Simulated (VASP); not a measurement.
Mo: single point with r2SCAN

Crystal: Mo.

```xyz
3
Lattice="4.5922 0.0000 0.0000 -2.2961 3.9770 0.0000 0.0000 0.0000 2.5131" Properties=species:S:1:pos:R:3 pbc="T T T"
Mo   -2.2961    3.9770    2.5131
Mo    0.0000    2.6513    1.2566
Mo    2.2961    1.3257    1.2566
```

This isn't the form of Mo at room conditions, which is bcc.

```
Program             : VASP 6.6.1
Task                : single point
Functional          : r2SCAN
Potentials or basis : VASP PAW PBE potentials, release 64 (Mo_sv)
Cutoff              : 520 eV
k mesh              : 9 × 9 × 14
Occupations         : fermi-dirac, width 0.1 eV
Spin                : no spin polarisation
```

The pressure is 12.4 GPa and the band gap on the k mesh is zero (bands 21 and 22 overlap by 1.63 eV).

Stress tensor (GPa, compression positive):
```
12.40  0.00  0.00
 0.00 12.40  0.00
 0.00  0.00 12.53
```

Levels at points of the mesh, in eV from the Fermi level:
```tsv
k point	band 19	band 20	band 21	band 22	band 23	band 24
(0.00, 0.00, 0.00)	-2.39	-2.39	-0.61	-0.61	2.02	2.02
(0.00, 0.00, 0.50)	-1.32	-1.32	0.12	0.12	2.69	2.69
```

It took 4 min on 1 thread of Intel(R) Xeon(R) Platinum 8488C (Sapphire Rapids), on a shared host, peak memory 0.22 GiB.

Caveat: the cell stands under pressure; the PAW data sets were made with another functional, which shifts forces and pressure a little.
